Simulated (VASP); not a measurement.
# CoSn (P6/mmm) in VASP: notebook

CoSn is run at these levels: LDA; tasks: single point, relaxation of cell and atoms.

All numbers are computed with VASP 6.6.1; they aren't measurements. Logs are shortened: lines on timing, memory, paths and dates and some standing lists are left out, and cuts for length are marked.

## Step 1: The cell of the first run

It takes space group P6/mmm (No. 191, hexagonal). Conventional cell: a = 5.173 Å, b = 5.173 Å, c = 4.123 Å, α = 90.00°, β = 90.00°, γ = 120.00°. Co (site symmetry mmm) has 6 Sn at 2.55 to 2.59 Å and 4 Co at 2.59 Å within 3.4 Å. Within 3.4 Å of Sn (site symmetry -6m2) lie 6 Co at 2.55 Å and 3 Sn at 2.99 Å. Sn (site symmetry 6/mmm) has 6 Co at 2.59 Å within 3.4 Å.

## Step 2: Single point, LDA

Contents of INCAR:

```
SYSTEM = CoSn
  PREC = Accurate
  ENCUT = 520
  EDIFF = 1E-6
  ISMEAR = 0
  SIGMA = 0.1
  LREAL = .FALSE.
  LASPH = .TRUE.
  NELM = 100
  ALGO = Normal
  ISIF = 2
  LWAVE = .FALSE.
  LCHARG = .FALSE.
  NBANDS = 44
```

Contents of KPOINTS:

```
regular mesh
0
G
  9 9 8
  0 0 0
```

Contents of POSCAR:

```
CoSn
1.0
    5.1734432909      0.0000000000      0.0000000000
   -2.5867216455      4.4803333150      0.0000000000
    0.0000000000      0.0000000000      4.1234723010
Co Sn
3 3
Direct
    0.0000000000      0.5000000000      0.0000000000
    0.5000000000      0.5000000000      0.0000000000
    0.5000000000      0.0000000000      0.0000000000
    0.6666666667      0.3333333333      0.5000000000
    0.3333333333      0.6666666667      0.5000000000
    0.0000000000      0.0000000000      0.0000000000
```

Potentials or basis: VASP PAW LDA potentials, release 64 (Co, Sn_d).

The run is started by

```
cat potpaw_LDA.64/Co/POTCAR potpaw_LDA.64/Sn_d/POTCAR > POTCAR
mpirun -np 1 vasp_std > vasp.out
```

OUTCAR:

```text
SYSTEM = CoSn
   PREC = Accurate
   ENCUT = 520
   EDIFF = 1E-6
   ISMEAR = 0
   LREAL = .FALSE.
   LASPH = .TRUE.
   NELM = 100
   ISIF = 2

 ion  position               nearest neighbor table
   1  0.000  0.500  0.000-   4 2.55   5 2.55   4 2.55   5 2.55   2 2.59   2 2.59   3 2.59   3 2.59
                             6 2.59   6 2.59
   2  0.500  0.500  0.000-   4 2.55   5 2.55   4 2.55   5 2.55   1 2.59   1 2.59   6 2.59   6 2.59
                             3 2.59   3 2.59
   3  0.500  0.000  0.000-   4 2.55   5 2.55   4 2.55   5 2.55   6 2.59   6 2.59   1 2.59   1 2.59
                             2 2.59   2 2.59
   4  0.667  0.333  0.500-   1 2.55   1 2.55   3 2.55   3 2.55   2 2.55   2 2.55   5 2.99   5 2.99
                             5 2.99   6 3.63   6 3.63   6 3.63   6 3.63   6 3.63   6 3.63
   5  0.333  0.667  0.500-   1 2.55   1 2.55   3 2.55   3 2.55   2 2.55   2 2.55   4 2.99   4 2.99
                             4 2.99   6 3.63   6 3.63   6 3.63   6 3.63   6 3.63   6 3.63
   6  0.000  0.000  0.000-   3 2.59   3 2.59   2 2.59   2 2.59   1 2.59   1 2.59   5 3.63   4 3.63
                             5 3.63   4 3.63   4 3.63   5 3.63   5 3.63   4 3.63   5 3.63   5 3.63

  LATTYP: Found a hexagonal cell.
 ALAT       =     5.1734432909
 C/A-ratio  =     0.7970460038

  Lattice vectors:

 A1 = (   5.1734432909,   0.0000000000,   0.0000000000)
 A2 = (  -2.5867216455,   4.4803333150,   0.0000000000)
 A3 = (   0.0000000000,   0.0000000000,   4.1234723010)

Analysis of symmetry for initial positions (statically):
=====================================================================
 Subroutine PRICEL returns:
 Original cell was already a primitive cell.

 Routine SETGRP: Setting up the symmetry group for a
 hexagonal supercell.

 Subroutine GETGRP returns: Found 24 space group operations
 (whereof 24 operations were pure point group operations)
 out of a pool of 24 trial point group operations.

The static configuration has the point symmetry D_6h.

Analysis of symmetry for dynamics (positions and initial velocities):
=====================================================================
 Subroutine PRICEL returns:
 Original cell was already a primitive cell.

 Routine SETGRP: Setting up the symmetry group for a
 hexagonal supercell.

 Subroutine GETGRP returns: Found 24 space group operations
 (whereof 24 operations were pure point group operations)
 out of a pool of 24 trial point group operations.

The dynamic configuration has the point symmetry D_6h.

 Subroutine INISYM returns: Found 24 space group operations
 (whereof 24 operations are pure point group operations),
 and found     1 'primitive' translations

----------------------------------------------------------------------------------------

                                     Primitive cell

  volume of cell :      95.5769

  direct lattice vectors                    reciprocal lattice vectors
     5.173443291  0.000000000  0.000000000     0.193294861  0.111598840  0.000000000
    -2.586721645  4.480333315  0.000000000     0.000000000  0.223197680  0.000000000
     0.000000000  0.000000000  4.123472301     0.000000000  0.000000000  0.242514058

  length of vectors
     5.173443291  5.173443291  4.123472301     0.223197680  0.223197680  0.242514058

  position of ions in fractional coordinates (direct lattice)
     0.000000000  0.500000000  0.000000000
     0.500000000  0.500000000  0.000000000
     0.500000000  0.000000000  0.000000000
     0.666666667  0.333333333  0.500000000
     0.333333333  0.666666667  0.500000000
     0.000000000  0.000000000  0.000000000

  ion indices of the primitive-cell ions
   primitive index   ion index
                 1           1
                 2           2
                 3           3
                 4           4
                 5           5
                 6           6

----------------------------------------------------------------------------------------

 KPOINTS: regular mesh

Automatic generation of k-mesh.
 Grid dimensions read from file:
 generate k-points for:    9    9    8

 Generating k-lattice:

  Cartesian coordinates                     Fractional coordinates (reciprocal lattice)
     0.021477207  0.012399871  0.000000000     0.111111111  0.000000000  0.000000000
     0.000000000  0.024799742  0.000000000     0.000000000  0.111111111  0.000000000
     0.000000000  0.000000000  0.030314257     0.000000000  0.000000000  0.125000000

  Length of vectors
     0.024799742  0.024799742  0.030314257

  Shift w.r.t. Gamma in fractional coordinates (k-lattice)
     0.000000000  0.000000000  0.000000000

 Subroutine IBZKPT returns following result:
 ===========================================

 Found     60 irreducible k-points:

 Following reciprocal coordinates:
            Coordinates               Weight
  0.000000  0.000000  0.000000      1.000000
  0.111111 -0.000000  0.000000      6.000000
  0.222222 -0.000000  0.000000      6.000000
  0.333333  0.000000  0.000000      6.000000
  0.444444 -0.000000  0.000000      6.000000
  0.111111  0.111111  0.000000      6.000000
[... 16 lines left out ...]
  0.333333  0.222222  0.125000     24.000000
  0.333333  0.333333  0.125000      4.000000
 [... further k-points ...]
   k-points           NKPTS =     60   k-points in BZ     NKDIM =     60   number of bands    NBANDS=     44
   number of dos      NEDOS =    301   number of ions     NIONS =      6
   total plane-waves  NPLWV =  51200
   dimension x,y,z NGX =    40 NGY =   40 NGZ =   32
   dimension x,y,z NGXF=    80 NGYF=   80 NGZF=   64
   ions per type =               3   3
   NGX,Y,Z   is equivalent  to a cutoff of  12.85, 12.85, 12.90 a.u.
   NGXF,Y,Z  is equivalent  to a cutoff of  25.71, 25.71, 25.80 a.u.
 SYSTEM =  CoSn
   PREC   = accura    normal or accurate (medium, high low for compatibility)
   ISTART =      0    job   : 0-new  1-cont  2-samecut
   ICHARG =      2    charge: 1-file 2-atom 10-const
   ISPIN  =      1    spin polarized calculation?
   LNONCOLLINEAR =      F non collinear calculations
   LSORBIT =      F    spin-orbit coupling
   LASPH  =      T    aspherical Exc in radial PAW
   ENCUT  =  520.0 eV  38.22 Ry    6.18 a.u.   9.62  9.62  7.67*2*pi/ulx,y,z
   NELM   =    100;   NELMIN=  2; NELMDL= -5     # of ELM steps
   EDIFF  = 0.1E-05   stopping-criterion for ELM
   LREAL  =      F    real-space projection
   EDIFFG = 0.1E-04   stopping-criterion for IOM
   NSW    =      0    number of steps for IOM
   IBRION =     -1    ionic relax: 0-MD 1-quasi-New 2-CG
   NFREE  =      0    steps in history (QN), initial steepest desc. (CG)
   ISIF   =      2    stress and relaxation
   ISYM   =      2    0-nonsym 1-usesym 2-fastsym
   POTIM  = 0.5000    time-step for ionic-motion
   TEBEG  =    0.0;   TEEND  =   0.0 temperature during run
   PSTRESS=    0.0 pullay stress
   NELECT =      69.0000    total number of electrons
   NUPDOWN=      -1.0000    fix difference up-down
   EMIN   =  10.00;   EMAX   =-10.00  energy-range for DOS
   EFERMI =   0.00;   METHOD = LEGACY
   ISMEAR =     0;   SIGMA  =   0.10  broadening in eV -4-tet -1-fermi 0-gaus
   EFERMI_NEDOS =   21; number of points for ismear=-14 and -15
   IALGO  =     38    algorithm
   IMIX   =      4    mixing-type and parameters
     AMIX     =   0.40;   BMIX     =  1.00
     AMIX_MAG =   1.60;   BMIX_MAG =  1.00
  volume/ion in A,a.u.               =      15.93       107.50
  Fermi-wavevector in a.u.,A,eV,Ry     =   1.468611  2.775273 29.345301  2.156819
  Thomas-Fermi vector in A             =   2.584088
   LORBIT       =      0    0 simple, 1 ext, 2 COOP (PROOUT), +10 PAW based schemes
   GGA     = CA    functional components
   LHFCALC =     F    Hartree Fock is set to
   AEXX    =    0.0000 exact exchange contribution
   IVDW    =     0    specifies the selected vdW correction
   LEPSILON=     F    determine dielectric tensor
   LRPA    =     F    only Hartree local field effects (RPA)
 non-spin polarized calculation
 Gauss-broadening in eV      SIGMA  =   0.10
  energy-cutoff  :      520.00
  volume of cell :       95.58
 maximum number of plane-waves:      2619
 NGX is ok and might be reduce to    40
   NGX = 19   NGY = 19   NGZ = 15

 number of electron      68.9999983 magnetization

 Free energy of the ion-electron system (eV)
  ---------------------------------------------------
  ext. energy  EPLUGINS =         0.00000000
  ---------------------------------------------------
  free energy    TOTEN  =       -39.13966664 eV

  energy without entropy =      -39.12802825  energy(sigma->0) =      -39.13384745

 E-fermi :  10.4857     XC(G=0): -12.3693

 val. band max:       10.4843981007   @ k =   0.3333   0.0000   0.1250
 cond. band min:      10.5160125328   @ k =   0.0000   0.0000   0.3750
 fundamental gap:      0.0316144321
 Fermi energy:        10.4857270722

 k-point     1 :       0.0000    0.0000    0.0000
  band No.  band energies     occupation
      1     -10.9076      2.00000
      2     -10.8113      2.00000
      3     -10.8113      2.00000
      4     -10.7917      2.00000
      5     -10.7917      2.00000
      6     -10.7320      2.00000
[... 36 lines left out ...]
     43      16.8750      0.00000
     44      17.4069      0.00000

 k-point     2 :       0.1111   -0.0000    0.0000
  band No.  band energies     occupation
      1     -10.9060      2.00000
      2     -10.8239      2.00000
      3     -10.8190      2.00000
      4     -10.7949      2.00000
      5     -10.7930      2.00000
      6     -10.7394      2.00000
[... 36 lines left out ...]
     43      16.3949      0.00000
     44      16.6690      0.00000

 k-point     3 :       0.2222   -0.0000    0.0000
  band No.  band energies     occupation
      1     -10.9020      2.00000
      2     -10.8492      2.00000
      3     -10.8387      2.00000
      4     -10.8020      2.00000
      5     -10.7931      2.00000
      6     -10.7461      2.00000
[... 976 lines left out ...]
     43      16.4774      0.00000
     44      17.1021      0.00000

 k-point    24 :       0.3333    0.3333    0.1250
  band No.  band energies     occupation
      1     -10.9279      2.00000
      2     -10.8875      2.00000
      3     -10.7993      2.00000
      4     -10.7993      2.00000
      5     -10.7894      2.00000
      6     -10.7894      2.00000
[... 36 lines left out ...]
     43      17.3477      0.00000
     44      17.5996      0.00000

 [... further k-points ...]
[... 5 lines left out ...]
  --------------------------------------------------------------------------------------
  -------------------------------------------------------------------------------------
  Total        0.1296462      0.1296462      0.1049267     -0.0000000      0.0000000     -0.0000000
  in kB        2.1732883      2.1732883      1.7589088     -0.0000000      0.0000000     -0.0000000
  external PRESSURE =       2.0351618 kB  Pullay stress =       0.0000000 kB

 VOLUME and BASIS-vectors are now :
 -----------------------------------------------------------------------------
  energy-cutoff  :      520.00
  volume of cell :       95.58
      direct lattice vectors                 reciprocal lattice vectors
     5.173443291  0.000000000  0.000000000     0.193294861  0.111598840  0.000000000
    -2.586721645  4.480333315  0.000000000     0.000000000  0.223197680  0.000000000
     0.000000000  0.000000000  4.123472301     0.000000000  0.000000000  0.242514058

 POSITION                                       TOTAL-FORCE (eV/Angst)
 -----------------------------------------------------------------------------------
     -1.29336      2.24017      0.00000         0.000000      0.000000      0.000000
      1.29336      2.24017      0.00000        -0.000000      0.000000      0.000000
      2.58672      0.00000      0.00000         0.000000      0.000000      0.000000
      2.58672      1.49344      2.06174        -0.000000      0.000000      0.000000
     -0.00000      2.98689      2.06174         0.000000      0.000000      0.000000
      0.00000      0.00000      0.00000         0.000000      0.000000      0.000000
 -----------------------------------------------------------------------------------
    total drift:                               -0.000000      0.000000     -0.000000

  FREE ENERGIE OF THE ION-ELECTRON SYSTEM (eV)
  ---------------------------------------------------
  free  energy   TOTEN  =       -39.1396666443 eV

  energy  without entropy=      -39.1280282470  energy(sigma->0) =      -39.13384745
```

Run time: 2.7 min. Hardware: 1 thread of AMD EPYC 7R13 (Zen 3), shared host; peak memory 0.29 GiB.

What came out:

- Free energy: -39.1397 eV
- Pressure: 0.2 GPa

Levels at points of the mesh, in eV from the Fermi level:
| k point | band 32 | band 33 | band 34 | band 35 | band 36 | band 37 |
| --- | --- | --- | --- | --- | --- | --- |
| (0.00, 0.00, 0.00) | -0.45 | -0.43 | -0.43 | 0.54 | 0.74 | 1.49 |
| (0.00, 0.00, 0.50) | -0.53 | -0.52 | -0.52 | -0.40 | -0.40 | -0.22 |

Caveat: spin-orbit coupling is left out, which moves the levels of the heavy elements.

## Step 3: Relaxation of cell and atoms, LDA

This run uses another cell than the first one, of 17.13 Å³/atom, 1.075 times its volume.

Contents of INCAR:

```
  ALGO = Normal
  EDIFF = 1E-6
  EDIFFG = -0.005
  ENCUT = 600
  IBRION = 2
  ISIF = 3
  ISMEAR = 0
  LASPH = T
  LCHARG = F
  LREAL = F
  LWAVE = F
  NELM = 100
  NSW = 70
  PREC = Accurate
  SIGMA = 0.1
```

Contents of KPOINTS:

```
k-points
0
Gamma
  9 9 8
```

POSCAR, as its differences from that of step 2:

```diff
@@ -2,5 +2,5 @@
 1.0
-    5.1734432909      0.0000000000      0.0000000000
-   -2.5867216455      4.4803333150      0.0000000000
-    0.0000000000      0.0000000000      4.1234723010
+    5.2966106598      0.0000000000      0.0000000000
+   -2.6483053299      4.5869993854      0.0000000000
+    0.0000000000      0.0000000000      4.2302439068
 Co Sn
```

Potentials or basis: VASP PAW LDA potentials, release 64 (Co, Sn_d).

The run is started by

```
cat potpaw_LDA.64/Co/POTCAR potpaw_LDA.64/Sn_d/POTCAR > POTCAR
mpirun -np 1 vasp_std > vasp.out
```

Run time: 15 min. Hardware: 1 thread of AMD EPYC 7R13 (Zen 3), shared host; peak memory 0.35 GiB.

It converged, with:

```yaml
Free_energy: -39.1416 eV
Relaxed_volume: 15.95 Å³/atom
Relaxed_cell: a = 5.176 Å, b = 5.176 Å, c = 4.126 Å, α = 90.00°, β = 90.00°, γ = 120.00°
Space_group_after_relaxing_to_0.05_Å: P6/mmm (No. 191)
Energy_gained_by_relaxing: 37.5 meV/atom
Ionic_steps: 6
Pressure_after_relaxing: 0.0 GPa
```

The path:
| step | energy change (eV) | largest force (eV/Å) | pressure (GPa) | volume (Å³) |
| --- | --- | --- | --- | --- |
| 1 | 0.0000 | 0.0000 | -9.43 | 102.78 |
| 2 | 0.0849 | 0.0000 | 14.92 | 88.49 |
| 3 | -0.2251 | 0.0000 | -0.16 | 95.78 |
| 4 | -0.2252 | 0.0000 | 0.08 | 95.65 |
| 5 | -0.2252 | 0.0000 | -0.10 | 95.75 |
| 6 | -0.2252 | 0.0000 | 0.02 | 95.71 |

Final structure:
```cif
data_structure
_symmetry_space_group_name_H-M 'P 1'
_symmetry_Int_Tables_number 1
_cell_length_a 5.1756
_cell_length_b 5.1756
_cell_length_c 4.1259
_cell_angle_alpha 90.000
_cell_angle_beta 90.000
_cell_angle_gamma 120.000
_cell_volume 95.71
loop_
_atom_site_label
_atom_site_type_symbol
_atom_site_fract_x
_atom_site_fract_y
_atom_site_fract_z
_atom_site_occupancy
Co1 Co 0.00000 0.50000 0.00000 1
Co2 Co 0.50000 0.50000 0.00000 1
Co3 Co 0.50000 0.00000 0.00000 1
Sn1 Sn 0.66667 0.33333 0.50000 1
Sn2 Sn 0.33333 0.66667 0.50000 1
Sn3 Sn 0.00000 0.00000 0.00000 1
```

Levels at points of the mesh, in eV from the Fermi level:
| k point | band 31 | band 32 | band 33 | band 34 | band 35 | band 36 | band 37 | band 38 |
| --- | --- | --- | --- | --- | --- | --- | --- | --- |
| (0.00, 0.00, 0.00) | -0.45 | -0.45 | -0.43 | -0.43 | 0.54 | 0.73 | 1.49 | 1.49 |
| (0.00, 0.00, 0.50) | -1.00 | -0.52 | -0.52 | -0.52 | -0.40 | -0.40 | -0.21 | 0.54 |

Caveat: spin-orbit coupling is left out, which moves the levels of the heavy elements.
